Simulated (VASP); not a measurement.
# InSe (R3m) in VASP: single point with LDA

Aim: the single point of InSe with LDA.

Program: VASP 6.6.1. These are calculated values, not measurements. Logs are shortened: lines on timing, memory, paths and dates and some standing lists are left out, and cuts for length are marked.

### 1 The cell of the first run

It takes space group R3m (No. 160, trigonal). Conventional cell: a = 4.000 Å, b = 4.000 Å, c = 25.320 Å, α = 90.00°, β = 90.00°, γ = 120.00°. In (site symmetry 3m) has 3 Se at 2.64 Å and 1 In at 2.82 Å within 3.5 Å. In (site symmetry 3m) has 3 Se at 2.63 Å and 1 In at 2.82 Å within 3.5 Å. Se (site symmetry 3m) has 3 In at 2.64 Å within 3.5 Å. Within 3.5 Å of Se (site symmetry 3m) lie 3 In at 2.63 Å.

### 2 Single point, LDA

The input, INCAR:

```
SYSTEM = InSe
PREC = Accurate
ENCUT = 520
EDIFF = 1E-6
ISMEAR = 0
SIGMA = 0.01
LREAL = .FALSE.
LASPH = .TRUE.
NELM = 100
ALGO = Normal
ISIF = 2
LWAVE = .FALSE.
LCHARG = .FALSE.
NBANDS = 27
```

The input, KPOINTS:

```
regular mesh
0
G
  6 6 6
  0 0 0
```

The input, POSCAR:

```
InSe
1.0
    2.0000000000      1.1547010000      8.4400000000
   -2.0000000000      1.1547010000      8.4400000000
    0.0000000000     -2.3094010000      8.4400000000
In Se
2 2
Direct
    0.0000000000      0.0000000000      0.0000000000
    0.1114000000      0.1114000000      0.1114000000
    0.6165000000      0.6165000000      0.6165000000
    0.8281000000      0.8281000000      0.8281000000
```

Potentials or basis: VASP PAW LDA potentials, release 64 (In_d, Se).

The run is started by

```sh
$ cat potpaw_LDA.64/In_d/POTCAR potpaw_LDA.64/Se/POTCAR > POTCAR
$ mpirun -np 1 vasp_std > vasp.out
```

OUTCAR:

```text
SYSTEM = InSe
   PREC = Accurate
   ENCUT = 520
   EDIFF = 1E-6
   ISMEAR = 0
   LREAL = .FALSE.
   LASPH = .TRUE.
   NELM = 100
   ISIF = 2

 ion  position               nearest neighbor table
   1  0.000  0.000  0.000-   3 2.64   3 2.64   3 2.64   2 2.82
   2  0.111  0.111  0.111-   4 2.63   4 2.63   4 2.63   1 2.82
   3  0.617  0.617  0.617-   1 2.64   1 2.64   1 2.64
   4  0.828  0.828  0.828-   2 2.63   2 2.63   2 2.63

  LATTYP: Found a trigonal (rhomboedric) cell.
 ALAT       =     8.7502533906
 COS(alpha) =     0.8955162373

  Lattice vectors:

 A1 = (   2.0000000000,   1.1547010000,   8.4400000000)
 A2 = (  -2.0000000000,   1.1547010000,   8.4400000000)
 A3 = (   0.0000000000,  -2.3094010000,   8.4400000000)

Analysis of symmetry for initial positions (statically):
=====================================================================
 Subroutine PRICEL returns:
 Original cell was already a primitive cell.

 Routine SETGRP: Setting up the symmetry group for a
 trigonal (rhombohedral) supercell.

 Subroutine GETGRP returns: Found  6 space group operations
 (whereof  6 operations were pure point group operations)
 out of a pool of 12 trial point group operations.

The static configuration has the point symmetry C_3v.

Analysis of symmetry for dynamics (positions and initial velocities):
=====================================================================
 Subroutine PRICEL returns:
 Original cell was already a primitive cell.

 Routine SETGRP: Setting up the symmetry group for a
 trigonal (rhombohedral) supercell.

 Subroutine GETGRP returns: Found  6 space group operations
 (whereof  6 operations were pure point group operations)
 out of a pool of 12 trial point group operations.

The dynamic configuration has the point symmetry C_3v.

 Subroutine INISYM returns: Found  6 space group operations
 (whereof  6 operations are pure point group operations),
 and found     1 'primitive' translations

----------------------------------------------------------------------------------------

                                     Primitive cell

  volume of cell :     116.9481

  direct lattice vectors                    reciprocal lattice vectors
     2.000000000  1.154701000  8.440000000     0.250000000  0.144337551  0.039494465
    -2.000000000  1.154701000  8.440000000    -0.250000000  0.144337551  0.039494465
     0.000000000 -2.309401000  8.440000000     0.000000000 -0.288675103  0.039494482

  length of vectors
     8.750253391  8.750253391  8.750253309     0.291364276  0.291364276  0.291364255

  position of ions in fractional coordinates (direct lattice)
     0.000000000  0.000000000  0.000000000
     0.111400000  0.111400000  0.111400000
     0.616500000  0.616500000  0.616500000
     0.828100000  0.828100000  0.828100000

  ion indices of the primitive-cell ions
   primitive index   ion index
                 1           1
                 2           2
                 3           3
                 4           4

----------------------------------------------------------------------------------------

 KPOINTS: regular mesh

Automatic generation of k-mesh.
 Grid dimensions read from file:
 generate k-points for:    6    6    6

 Generating k-lattice:

  Cartesian coordinates                     Fractional coordinates (reciprocal lattice)
     0.041666667  0.024056259  0.006582411     0.166666667  0.000000000  0.000000000
    -0.041666667  0.024056259  0.006582411     0.000000000  0.166666667  0.000000000
     0.000000000 -0.048112517  0.006582414     0.000000000  0.000000000  0.166666667

  Length of vectors
     0.048560713  0.048560713  0.048560709

  Shift w.r.t. Gamma in fractional coordinates (k-lattice)
     0.000000000  0.000000000  0.000000000

 Subroutine IBZKPT returns following result:
 ===========================================

 Found     32 irreducible k-points:

 Following reciprocal coordinates:
            Coordinates               Weight
  0.000000  0.000000  0.000000      1.000000
  0.166667  0.000000  0.000000      6.000000
  0.333333  0.000000  0.000000      6.000000
  0.500000  0.000000  0.000000      3.000000
  0.166667  0.166667  0.000000      6.000000
  0.333333  0.166667  0.000000     12.000000
[... 16 lines left out ...]
  0.500000  0.500000  0.166667      6.000000
 -0.333333  0.500000  0.166667     12.000000
 [... further k-points ...]
   k-points           NKPTS =     32   k-points in BZ     NKDIM =     32   number of bands    NBANDS=     27
   number of dos      NEDOS =    301   number of ions     NIONS =      4
   total plane-waves  NPLWV = 343000
   dimension x,y,z NGX =    70 NGY =   70 NGZ =   70
   dimension x,y,z NGXF=   140 NGYF=  140 NGZF=  140
   ions per type =               2   2
   NGX,Y,Z   is equivalent  to a cutoff of  13.30, 13.30, 13.30 a.u.
   NGXF,Y,Z  is equivalent  to a cutoff of  26.60, 26.60, 26.60 a.u.
 SYSTEM =  InSe
   PREC   = accura    normal or accurate (medium, high low for compatibility)
   ISTART =      0    job   : 0-new  1-cont  2-samecut
   ICHARG =      2    charge: 1-file 2-atom 10-const
   ISPIN  =      1    spin polarized calculation?
   LNONCOLLINEAR =      F non collinear calculations
   LSORBIT =      F    spin-orbit coupling
   LASPH  =      T    aspherical Exc in radial PAW
   ENCUT  =  520.0 eV  38.22 Ry    6.18 a.u.  16.27 16.27 16.27*2*pi/ulx,y,z
   NELM   =    100;   NELMIN=  2; NELMDL= -5     # of ELM steps
   EDIFF  = 0.1E-05   stopping-criterion for ELM
   LREAL  =      F    real-space projection
   EDIFFG = 0.1E-04   stopping-criterion for IOM
   NSW    =      0    number of steps for IOM
   IBRION =     -1    ionic relax: 0-MD 1-quasi-New 2-CG
   NFREE  =      0    steps in history (QN), initial steepest desc. (CG)
   ISIF   =      2    stress and relaxation
   ISYM   =      2    0-nonsym 1-usesym 2-fastsym
   POTIM  = 0.5000    time-step for ionic-motion
   TEBEG  =    0.0;   TEEND  =   0.0 temperature during run
   PSTRESS=    0.0 pullay stress
   NELECT =      38.0000    total number of electrons
   NUPDOWN=      -1.0000    fix difference up-down
   EMIN   =  10.00;   EMAX   =-10.00  energy-range for DOS
   EFERMI =   0.00;   METHOD = LEGACY
   ISMEAR =     0;   SIGMA  =   0.01  broadening in eV -4-tet -1-fermi 0-gaus
   EFERMI_NEDOS =   21; number of points for ismear=-14 and -15
   IALGO  =     38    algorithm
   IMIX   =      4    mixing-type and parameters
     AMIX     =   0.40;   BMIX     =  1.00
     AMIX_MAG =   1.60;   BMIX_MAG =  1.00
  volume/ion in A,a.u.               =      29.24       197.30
  Fermi-wavevector in a.u.,A,eV,Ry     =   1.125481  2.126851 17.234614  1.266708
  Thomas-Fermi vector in A             =   2.262159
   LORBIT       =      0    0 simple, 1 ext, 2 COOP (PROOUT), +10 PAW based schemes
   GGA     = CA    functional components
   LHFCALC =     F    Hartree Fock is set to
   AEXX    =    0.0000 exact exchange contribution
   IVDW    =     0    specifies the selected vdW correction
   LEPSILON=     F    determine dielectric tensor
   LRPA    =     F    only Hartree local field effects (RPA)
 non-spin polarized calculation
 Gauss-broadening in eV      SIGMA  =   0.01
  energy-cutoff  :      520.00
  volume of cell :      116.95
 maximum number of plane-waves:      3181
 NGX is ok and might be reduce to    70
   NGX = 33   NGY = 33   NGZ = 33

 number of electron      37.9999999 magnetization

 Free energy of the ion-electron system (eV)
  ---------------------------------------------------
  ext. energy  EPLUGINS =         0.00000000
  ---------------------------------------------------
  free energy    TOTEN  =       -16.63641616 eV

  energy without entropy =      -16.63641616  energy(sigma->0) =      -16.63641616

 E-fermi :   4.0265     XC(G=0):  -9.2573

 val. band max:        3.9479100791   @ k =   0.5000   0.5000   0.5000
 cond. band min:       4.1747635941   @ k =   0.5000   0.5000   0.5000
 fundamental gap:      0.2268535150
 Fermi energy:         4.0264827068

 k-point     1 :       0.0000    0.0000    0.0000
  band No.  band energies     occupation
      1     -10.7977      2.00000
      2     -10.6235      2.00000
      3     -10.6235      2.00000
      4     -10.5492      2.00000
      5     -10.5492      2.00000
      6     -10.5254      2.00000
[... 19 lines left out ...]
     26       9.3201      0.00000
     27      11.3260      0.00000

 k-point     2 :       0.1667    0.0000    0.0000
  band No.  band energies     occupation
      1     -10.8169      2.00000
      2     -10.7079      2.00000
      3     -10.6647      2.00000
      4     -10.6179      2.00000
      5     -10.5328      2.00000
      6     -10.5297      2.00000
[... 19 lines left out ...]
     26       9.8803      0.00000
     27      10.6475      0.00000

 k-point     3 :       0.3333    0.0000    0.0000
  band No.  band energies     occupation
      1     -10.9240      2.00000
      2     -10.8170      2.00000
      3     -10.7311      2.00000
      4     -10.6147      2.00000
      5     -10.5474      2.00000
      6     -10.4912      2.00000
[... 19 lines left out ...]
     26      10.4733      0.00000
     27      11.0423      0.00000

 k-point     4 :       0.5000    0.0000    0.0000
  band No.  band energies     occupation
      1     -10.9766      2.00000
      2     -10.8760      2.00000
      3     -10.7265      2.00000
      4     -10.6156      2.00000
      5     -10.5544      2.00000
      6     -10.4727      2.00000
[... 19 lines left out ...]
     26      10.2403      0.00000
     27      10.7813      0.00000

 k-point     5 :       0.1667    0.1667    0.0000
  band No.  band energies     occupation
      1     -10.8164      2.00000
      2     -10.7073      2.00000
      3     -10.6658      2.00000
      4     -10.6181      2.00000
      5     -10.5328      2.00000
      6     -10.5296      2.00000
[... 19 lines left out ...]
     26       9.8385      0.00000
     27      10.7235      0.00000

 k-point     6 :       0.3333    0.1667    0.0000
  band No.  band energies     occupation
      1     -10.8887      2.00000
      2     -10.7835      2.00000
      3     -10.7319      2.00000
      4     -10.6196      2.00000
      5     -10.5378      2.00000
      6     -10.5061      2.00000
[... 444 lines left out ...]
      1     -10.9587      2.00000
      2     -10.8743      2.00000
      3     -10.7261      2.00000
      4     -10.6274      2.00000
      5     -10.5408      2.00000
      6     -10.4847      2.00000
[... 19 lines left out ...]
     26      10.6114      0.00000
     27      11.4643      0.00000

 k-point    22 :      -0.1667    0.3333    0.1667
  band No.  band energies     occupation
      1     -10.9624      2.00000
      2     -10.8701      2.00000
      3     -10.7266      2.00000
      4     -10.6274      2.00000
      5     -10.5408      2.00000
      6     -10.4847      2.00000
[... 19 lines left out ...]
     26      10.9159      0.00000
     27      11.5307      0.00000

 k-point    23 :       0.5000    0.5000    0.1667
  band No.  band energies     occupation
      1     -10.9136      2.00000
      2     -10.8295      2.00000
      3     -10.7292      2.00000
      4     -10.6152      2.00000
      5     -10.5473      2.00000
      6     -10.4910      2.00000
[... 19 lines left out ...]
     26      10.8081      0.00000
     27      11.1602      0.00000

 k-point    24 :      -0.3333    0.5000    0.1667
  band No.  band energies     occupation
      1     -10.9565      2.00000
      2     -10.8768      2.00000
      3     -10.7259      2.00000
      4     -10.6276      2.00000
      5     -10.5408      2.00000
      6     -10.4846      2.00000
[... 19 lines left out ...]
     26      10.9842      0.00000
     27      11.3752      0.00000

 [... further k-points ...]

------------------------ aborting loop because EDIFF is reached ----------------------------------------

  FORCE on cell =-STRESS in cart. coord.  units (eV):
  Direction    XX          YY          ZZ          XY          YZ          ZX
  --------------------------------------------------------------------------------------
  -------------------------------------------------------------------------------------
  Total       -0.6751575     -0.6751577     -1.5877500      0.0000000     -0.0000001      0.0000000
  in kB       -9.2495919     -9.2495939    -21.7520194      0.0000000     -0.0000009      0.0000000
  external PRESSURE =     -13.4170684 kB  Pullay stress =       0.0000000 kB

 VOLUME and BASIS-vectors are now :
 -----------------------------------------------------------------------------
  energy-cutoff  :      520.00
  volume of cell :      116.95
      direct lattice vectors                 reciprocal lattice vectors
     2.000000000  1.154701000  8.440000000     0.250000000  0.144337551  0.039494465
    -2.000000000  1.154701000  8.440000000    -0.250000000  0.144337551  0.039494465
     0.000000000 -2.309401000  8.440000000     0.000000000 -0.288675103  0.039494482

 POSITION                                       TOTAL-FORCE (eV/Angst)
 -----------------------------------------------------------------------------------
      0.00000      0.00000      0.00000         0.000000      0.000000      0.233542
      0.00000      0.00000      2.82065         0.000000     -0.000000     -0.251187
      0.00000      0.00000     15.60978         0.000000      0.000000      0.053250
      0.00000      0.00000     20.96749         0.000000     -0.000000     -0.035604
 -----------------------------------------------------------------------------------
    total drift:                               -0.000000     -0.000005     -0.000104

  FREE ENERGIE OF THE ION-ELECTRON SYSTEM (eV)
  ---------------------------------------------------
  free  energy   TOTEN  =       -16.6364161609 eV

  energy  without entropy=      -16.6364161609  energy(sigma->0) =      -16.63641616
```

Wall time 11 min (1 thread of Intel Xeon 8259CL, shared host); peak memory 0.52 GiB.

What came out:

```yaml
Free_energy: -16.6364 eV
Pressure: -1.3 GPa
Largest_force: 0.251 eV/Å
Band_gap_on_the_k_mesh: 0.23 eV
```

Forces in eV/Å, atoms in the order of the input:
```
In   0.000  0.000  0.234
In   0.000  0.000 -0.251
Se   0.000  0.000  0.053
Se   0.000  0.000 -0.036
```

Stress tensor (GPa, compression positive):
```
-0.92  0.00  0.00
 0.00 -0.92  0.00
 0.00  0.00 -2.18
```

Levels at points of the mesh, in eV from the valence-band top:
| k point | band 16 | band 17 | band 18 | band 19 | band 20 | band 21 | band 22 | band 23 |
| --- | --- | --- | --- | --- | --- | --- | --- | --- |
| (0.00, 0.00, 0.00) | -1.31 | -1.31 | -1.21 | -1.21 | 1.56 | 1.92 | 4.30 | 4.30 |
| (0.50, 0.00, 0.00) | -2.41 | -2.36 | -2.25 | -1.70 | 1.09 | 1.84 | 3.51 | 3.87 |
| (0.50, 0.50, 0.00) | -2.68 | -2.52 | -2.06 | -1.53 | 1.03 | 1.88 | 3.16 | 3.50 |
| (0.50, 0.50, 0.50) | -1.38 | -1.14 | -1.14 | 0.00 | 0.23 | 1.98 | 4.22 | 4.22 |

Caveat: spin-orbit coupling is left out, which moves the levels of the heavy elements. A k mesh can miss the band edges.
